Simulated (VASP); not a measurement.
Wanted: the native input for a VASP 6.6.1 run.

```yaml
Task: single point
Functional: PBE0
Potentials_or_basis: VASP PAW PBE potentials, release 64 (Te, Ti_sv)
Cutoff: 520 eV
k_mesh: 4 × 4 × 2
Occupations: fermi-dirac, width 0.05 eV
Spin: no spin polarisation
Dipole_correction: no
Grid_for_exact_exchange_PRECFOCK: Normal
Further_INCAR_settings: ALGO = Normal; EDIFF = 1e-06; NBANDS = 19
Share_of_exact_exchange: 0.25
```

Crystal: TiTe2.

```xyz
3
Lattice="3.7770 0.0000 0.0000 -1.8885 3.2710 0.0000 0.0000 0.0000 6.4980" Properties=species:S:1:pos:R:3 pbc="T T T"
Te    0.0000    2.1807    4.7903
Te    1.8885    1.0903    1.7077
Ti    0.0000    0.0000    0.0000
```

One way to write it, as run:

POSCAR

```
TiTe2
1.0
    3.7770000000      0.0000000000      0.0000000000
   -1.8885000000      3.2709779501      0.0000000000
    0.0000000000      0.0000000000      6.4980000000
Te Ti
2 1
Direct
    0.3333333333      0.6666666667      0.7372000000
    0.6666666667      0.3333333333      0.2628000000
    0.0000000000      0.0000000000      0.0000000000
```

INCAR.step1

```
ALGO = Normal
EDIFF = 1E-5
ENCUT = 520
GGA = PE
ISIF = 2
ISMEAR = -1
LASPH = T
LCHARG = F
LREAL = F
LWAVE = T
NBANDS = 19
NELM = 100
PREC = Accurate
SIGMA = 0.05
```

INCAR.step2

```
AEXX = 0.25
ALGO = Normal
EDIFF = 1E-6
ENCUT = 520
GGA = PE
ISIF = 2
ISMEAR = -1
ISTART = 1
LASPH = T
LCHARG = F
LHFCALC = T
LREAL = F
LWAVE = F
NBANDS = 19
NELM = 100
PREC = Accurate
PRECFOCK = Normal
SIGMA = 0.05
```

KPOINTS

```
k-points
0
Gamma
  4 4 2
```

Potentials or basis: VASP PAW PBE potentials, release 64 (Te, Ti_sv).

Run with:

```console
$ cat potpaw_PBE.64/Te/POTCAR potpaw_PBE.64/Ti_sv/POTCAR > POTCAR
$ cp INCAR.step1 INCAR
$ mpirun -np 1 vasp_std > vasp.out
$ cp INCAR.step2 INCAR
$ mpirun -np 1 vasp_std > vasp.out
```

Results of the run:

- Pressure: -1.1 GPa
- Largest force: 0.281 eV/Å
- Band gap on the k mesh: zero (bands 12 and 13 overlap by 1.49 eV)

Caveat: the k points lie up to 0.48 Å⁻¹ apart, too coarse for converged energies and pressures of a metal; the PAW data sets were made with another functional, which shifts forces and pressure a little; spin-orbit coupling is left out, which moves the levels of the heavy elements; this functional lacks dispersion, which binds layers or chains, so the pressure and a relaxed spacing across them are unreliable.

It took 6.5 min on 1 thread of Intel(R) Xeon(R) 6975P-C (Granite Rapids), on a shared host, peak memory 0.21 GiB.
